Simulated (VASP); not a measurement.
# La (P6/mmm) in VASP: single point with LDA

Aim: the single point of La with LDA.

All numbers are computed with VASP 6.6.1; they aren't measurements. Logs are shortened: lines on timing, memory, paths and dates and some standing lists are left out, and cuts for length are marked.

## (1) The cell of the first run

The structure is hexagonal, space group P6/mmm (No. 191). The conventional cell has a = 4.130 Å, b = 4.130 Å, c = 8.698 Å, α = 90.00°, β = 90.00°, γ = 120.00°. La (site symmetry 6mm) has 8 La at 4.13 to 4.41 Å within 5.4 Å.

## (2) Single point, LDA

Input file INCAR:

```
SYSTEM = La
  ALGO = Normal
  EDIFF = 1E-7
  ENCUT = 520
  ISIF = 2
  ISMEAR = 0
  LASPH = .TRUE.
  LCHARG = .FALSE.
  LREAL = .FALSE.
  LWAVE = .FALSE.
  NBANDS = 18
  NELM = 100
  PREC = Accurate
  SIGMA = 0.1
```

Input file KPOINTS:

```
k-points
0
G
  7 7 3
  0 0 0
```

Input file POSCAR:

```
La
1.0
    4.1303427900      0.0000000000      0.0000000000
   -2.0651714000      3.5769817900      0.0000000000
    0.0000000000      0.0000000000      8.6984348700
La
2
Direct
    0.3333333333      0.6666666667      0.2462391900
    0.3333333333      0.6666666667      0.7537608100
```

Potentials or basis: VASP PAW LDA potentials, release 64 (La).

The run is started by

```bash
> cat potpaw_LDA.64/La/POTCAR > POTCAR
> mpirun -np 1 vasp_std > vasp.out
```

OUTCAR:

```text
SYSTEM = La
   EDIFF = 1E-7
   ENCUT = 520
   ISIF = 2
   ISMEAR = 0
   LASPH = .TRUE.
   LREAL = .FALSE.
   NELM = 100
   PREC = Accurate

 ion  position               nearest neighbor table
   1  0.333  0.667  0.246-
   2  0.333  0.667  0.754-

  LATTYP: Found a hexagonal cell.
 ALAT       =     4.1303427900
 C/A-ratio  =     2.1059837675

  Lattice vectors:

 A1 = (   4.1303427900,   0.0000000000,   0.0000000000)
 A2 = (  -2.0651714000,   3.5769817900,   0.0000000000)
 A3 = (   0.0000000000,   0.0000000000,   8.6984348700)

Analysis of symmetry for initial positions (statically):
=====================================================================
 Subroutine PRICEL returns:
 Original cell was already a primitive cell.

 Routine SETGRP: Setting up the symmetry group for a
 hexagonal supercell.

 Subroutine GETGRP returns: Found 24 space group operations
 (whereof 12 operations were pure point group operations)
 out of a pool of 24 trial point group operations.

The static configuration has the point symmetry D_3h.
 The point group associated with its full space group is D_6h.

Analysis of symmetry for dynamics (positions and initial velocities):
=====================================================================
 Subroutine PRICEL returns:
 Original cell was already a primitive cell.

 Routine SETGRP: Setting up the symmetry group for a
 hexagonal supercell.

 Subroutine GETGRP returns: Found 24 space group operations
 (whereof 12 operations were pure point group operations)
 out of a pool of 24 trial point group operations.

The dynamic configuration has the point symmetry D_3h.
 The point group associated with its full space group is D_6h.

 Subroutine INISYM returns: Found 24 space group operations
 (whereof 12 operations are pure point group operations),
 and found     1 'primitive' translations

----------------------------------------------------------------------------------------

                                     Primitive cell

  volume of cell :     128.5121

  direct lattice vectors                    reciprocal lattice vectors
     4.130342790  0.000000000  0.000000000     0.242110655  0.139782652  0.000000000
    -2.065171400  3.576981790  0.000000000     0.000000000  0.279565304  0.000000000
     0.000000000  0.000000000  8.698434870     0.000000000  0.000000000  0.114963211

  length of vectors
     4.130342790  4.130342799  8.698434870     0.279565304  0.279565304  0.114963211

  position of ions in fractional coordinates (direct lattice)
     0.333333333  0.666666667  0.246239190
     0.333333333  0.666666667  0.753760810

  ion indices of the primitive-cell ions
   primitive index   ion index
                 1           1
                 2           2

----------------------------------------------------------------------------------------

 KPOINTS: k-points

Automatic generation of k-mesh.
 Grid dimensions read from file:
 generate k-points for:    7    7    3

 Generating k-lattice:

  Cartesian coordinates                     Fractional coordinates (reciprocal lattice)
     0.034587236  0.019968950  0.000000000     0.142857143  0.000000000  0.000000000
     0.000000000  0.039937901  0.000000000     0.000000000  0.142857143  0.000000000
     0.000000000  0.000000000  0.038321070     0.000000000  0.000000000  0.333333333

  Length of vectors
     0.039937901  0.039937901  0.038321070

  Shift w.r.t. Gamma in fractional coordinates (k-lattice)
     0.000000000  0.000000000  0.000000000

 Subroutine IBZKPT returns following result:
 ===========================================

 Found     16 irreducible k-points:

 Following reciprocal coordinates:
            Coordinates               Weight
  0.000000  0.000000  0.000000      1.000000
  0.142857  0.000000  0.000000      6.000000
  0.285714  0.000000  0.000000      6.000000
  0.428571 -0.000000  0.000000      6.000000
  0.142857  0.142857  0.000000      6.000000
  0.285714  0.142857  0.000000     12.000000
[... 8 lines left out ...]
  0.428571  0.142857  0.333333     12.000000
  0.285714  0.285714  0.333333     12.000000
   k-points           NKPTS =     16   k-points in BZ     NKDIM =     16   number of bands    NBANDS=     18
   number of dos      NEDOS =    301   number of ions     NIONS =      2
   total plane-waves  NPLWV =  71680
   dimension x,y,z NGX =    32 NGY =   32 NGZ =   70
   dimension x,y,z NGXF=    64 NGYF=   64 NGZF=  140
   ions per type =               2
   NGX,Y,Z   is equivalent  to a cutoff of  12.88, 12.88, 13.38 a.u.
   NGXF,Y,Z  is equivalent  to a cutoff of  25.76, 25.76, 26.76 a.u.
 SYSTEM =  La
   PREC   = accura    normal or accurate (medium, high low for compatibility)
   ISTART =      0    job   : 0-new  1-cont  2-samecut
   ICHARG =      2    charge: 1-file 2-atom 10-const
   ISPIN  =      1    spin polarized calculation?
   LNONCOLLINEAR =      F non collinear calculations
   LSORBIT =      F    spin-orbit coupling
   LASPH  =      T    aspherical Exc in radial PAW
   ENCUT  =  520.0 eV  38.22 Ry    6.18 a.u.   7.68  7.68 16.17*2*pi/ulx,y,z
   NELM   =    100;   NELMIN=  2; NELMDL= -5     # of ELM steps
   EDIFF  = 0.1E-06   stopping-criterion for ELM
   LREAL  =      F    real-space projection
   EDIFFG = 0.1E-05   stopping-criterion for IOM
   NSW    =      0    number of steps for IOM
   IBRION =     -1    ionic relax: 0-MD 1-quasi-New 2-CG
   NFREE  =      0    steps in history (QN), initial steepest desc. (CG)
   ISIF   =      2    stress and relaxation
   ISYM   =      2    0-nonsym 1-usesym 2-fastsym
   POTIM  = 0.5000    time-step for ionic-motion
   TEBEG  =    0.0;   TEEND  =   0.0 temperature during run
   PSTRESS=    0.0 pullay stress
   NELECT =      22.0000    total number of electrons
   NUPDOWN=      -1.0000    fix difference up-down
   EMIN   =  10.00;   EMAX   =-10.00  energy-range for DOS
   EFERMI =   0.00;   METHOD = LEGACY
   ISMEAR =     0;   SIGMA  =   0.10  broadening in eV -4-tet -1-fermi 0-gaus
   EFERMI_NEDOS =   21; number of points for ismear=-14 and -15
   IALGO  =     38    algorithm
   IMIX   =      4    mixing-type and parameters
     AMIX     =   0.40;   BMIX     =  1.00
     AMIX_MAG =   1.60;   BMIX_MAG =  1.00
  volume/ion in A,a.u.               =      64.26       433.62
  Fermi-wavevector in a.u.,A,eV,Ry     =   0.909008  1.717776 11.242435  0.826296
  Thomas-Fermi vector in A             =   2.033002
   LORBIT       =      0    0 simple, 1 ext, 2 COOP (PROOUT), +10 PAW based schemes
   GGA     = CA    functional components
   LHFCALC =     F    Hartree Fock is set to
   AEXX    =    0.0000 exact exchange contribution
   IVDW    =     0    specifies the selected vdW correction
   LEPSILON=     F    determine dielectric tensor
   LRPA    =     F    only Hartree local field effects (RPA)
 non-spin polarized calculation
 Gauss-broadening in eV      SIGMA  =   0.10
  energy-cutoff  :      520.00
  volume of cell :      128.51
 maximum number of plane-waves:      3500
 NGX is ok and might be reduce to    32
   NGX = 15   NGY = 15   NGZ = 33

 number of electron      22.0000000 magnetization

 Free energy of the ion-electron system (eV)
  ---------------------------------------------------
  ext. energy  EPLUGINS =         0.00000000
  ---------------------------------------------------
  free energy    TOTEN  =        -8.48949472 eV

  energy without entropy =       -8.44239660  energy(sigma->0) =       -8.46594566

 E-fermi :   3.3687     XC(G=0):  -7.6973

 val. band max:        3.3591398388   @ k =   0.1429   0.0000   0.0000
 cond. band min:       3.3803504781   @ k =   0.2857   0.1429   0.3333
 fundamental gap:      0.0212106393
 Fermi energy:         3.3686776016

 k-point     1 :       0.0000    0.0000    0.0000
  band No.  band energies     occupation
      1     -30.2635      2.00000
      2     -30.2536      2.00000
      3     -14.0379      2.00000
      4     -13.8543      2.00000
      5     -13.6433      2.00000
      6     -13.6433      2.00000
[... 10 lines left out ...]
     17       4.1032      0.00000
     18       4.1342      0.00000

 k-point     2 :       0.1429    0.0000    0.0000
  band No.  band energies     occupation
      1     -30.2565      2.00000
      2     -30.2467      2.00000
      3     -14.0256      2.00000
      4     -13.8446      2.00000
      5     -13.7258      2.00000
      6     -13.7106      2.00000
[... 10 lines left out ...]
     17       4.1052      0.00000
     18       4.1295      0.00000

 k-point     3 :       0.2857    0.0000    0.0000
  band No.  band energies     occupation
      1     -30.2408      2.00000
      2     -30.2312      2.00000
      3     -13.9979      2.00000
      4     -13.9051      2.00000
      5     -13.8860      2.00000
      6     -13.8228      2.00000
[... 10 lines left out ...]
     17       4.0899      0.00000
     18       4.1047      0.00000

 k-point     4 :       0.4286   -0.0000    0.0000
  band No.  band energies     occupation
      1     -30.2281      2.00000
      2     -30.2187      2.00000
      3     -14.0432      2.00000
      4     -14.0214      2.00000
      5     -13.9754      2.00000
      6     -13.8052      2.00000
[... 207 lines left out ...]
      4     -13.9642      2.00000
      5     -13.9396      2.00000
      6     -13.8513      2.00000
[... 10 lines left out ...]
     17       4.0531      0.00000
     18       4.0754      0.00000

 k-point    15 :       0.4286    0.1429    0.3333
  band No.  band energies     occupation
      1     -30.2224      2.00000
      2     -30.2174      2.00000
      3     -14.0323      2.00000
      4     -14.0212      2.00000
      5     -13.9291      2.00000
      6     -13.8419      2.00000
[... 10 lines left out ...]
     17       4.0457      0.00000
     18       4.0566      0.00000

 k-point    16 :       0.2857    0.2857    0.3333
  band No.  band energies     occupation
      1     -30.2208      2.00000
      2     -30.2158      2.00000
      3     -13.9774      2.00000
      4     -13.9669      2.00000
      5     -13.9265      2.00000
      6     -13.8706      2.00000
[... 10 lines left out ...]
     17       3.9942      0.00000
     18       4.0570      0.00000

------------------------ aborting loop because EDIFF is reached ----------------------------------------

  FORCE on cell =-STRESS in cart. coord.  units (eV):
  Direction    XX          YY          ZZ          XY          YZ          ZX
  --------------------------------------------------------------------------------------
  -------------------------------------------------------------------------------------
  Total       -5.8435740     -5.8435740     -4.3947673      0.0000000     -0.0000000      0.0000000
  in kB      -72.8526220    -72.8526223    -54.7901550      0.0000001     -0.0000000      0.0000000
  external PRESSURE =     -66.8317998 kB  Pullay stress =       0.0000000 kB

 VOLUME and BASIS-vectors are now :
 -----------------------------------------------------------------------------
  energy-cutoff  :      520.00
  volume of cell :      128.51
      direct lattice vectors                 reciprocal lattice vectors
     4.130342790  0.000000000  0.000000000     0.242110655  0.139782652  0.000000000
    -2.065171400  3.576981790  0.000000000     0.000000000  0.279565304  0.000000000
     0.000000000  0.000000000  8.698434870     0.000000000  0.000000000  0.114963211

 POSITION                                       TOTAL-FORCE (eV/Angst)
 -----------------------------------------------------------------------------------
     -0.00000      2.38465      2.14190         0.000000      0.000000     -0.027445
     -0.00000      2.38465      6.55654        -0.000000      0.000000      0.027445
 -----------------------------------------------------------------------------------
    total drift:                                0.000000     -0.000000     -0.000000

  FREE ENERGIE OF THE ION-ELECTRON SYSTEM (eV)
  ---------------------------------------------------
  free  energy   TOTEN  =        -8.4894947183 eV

  energy  without entropy=       -8.4423966007  energy(sigma->0) =       -8.46594566
```

It took 66 s on 1 thread of Intel Xeon 8259CL, shared host; peak memory 0.22 GiB.

Results:

- Free energy: -8.4895 eV
- Pressure: -6.7 GPa
- Largest force: 0.027 eV/Å
- Band gap on the k mesh: zero (band 11 reaches 3.49 eV, above the bottom of band 12 at 3.26 eV)

Forces on the atoms (eV/Å):
```
La   0.000  0.000 -0.027
La   0.000  0.000  0.027
```

Caveat: spin-orbit coupling is left out, which moves the levels of the heavy elements.
